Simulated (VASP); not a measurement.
ZrS, 4 atoms in the cell. Symmetry: I4/mmm, No. 139, tetragonal system. Conventional cell: a = 3.621 Å, b = 3.621 Å, c = 5.259 Å, α = 90.00°, β = 90.00°, γ = 90.00°. Within 3.4 Å of Zr (site symmetry 4/mmm) lie 6 S at 2.56 to 2.63 Å. S (site symmetry 4/mmm) has 6 Zr at 2.56 to 2.63 Å within 3.4 Å.  This cell differs from its parent crystal: biaxial strain in the a-b plane: -2.0 %, then relaxed in part.

- Program: VASP 6.6.1
- Task: single point
- Functional: r2SCAN
- Potentials or basis: VASP PAW PBE potentials, release 64 (Zr_sv, S)
- Cutoff: 520 eV
- k mesh: 14 × 14 × 10
- Occupations: gaussian, width 0.1 eV
- Spin: no spin polarisation
- Dipole correction: no
- Further INCAR settings: ALGO = Normal; EDIFF = 1e-06; NBANDS = 26

Potentials or basis: VASP PAW PBE potentials, release 64 (Zr_sv, S).

Command:

```sh
$ cat potpaw_PBE.64/Zr_sv/POTCAR potpaw_PBE.64/S/POTCAR > POTCAR
$ cp INCAR.step1 INCAR
$ mpirun -np 1 vasp_std > vasp.out
$ cp INCAR.step2 INCAR
$ mpirun -np 1 vasp_std > vasp.out
```

Hardware: 1 thread of AMD EPYC 9R45 96-Core Processor (Zen 5), with other jobs on the host.

Task: How long does it take, and how much memory?

Result: Wall time 9.7 min on 1 thread of AMD EPYC 9R45 96-Core Processor (Zen 5) (shared host), peak memory 0.4 GiB. Counts: k points 216.
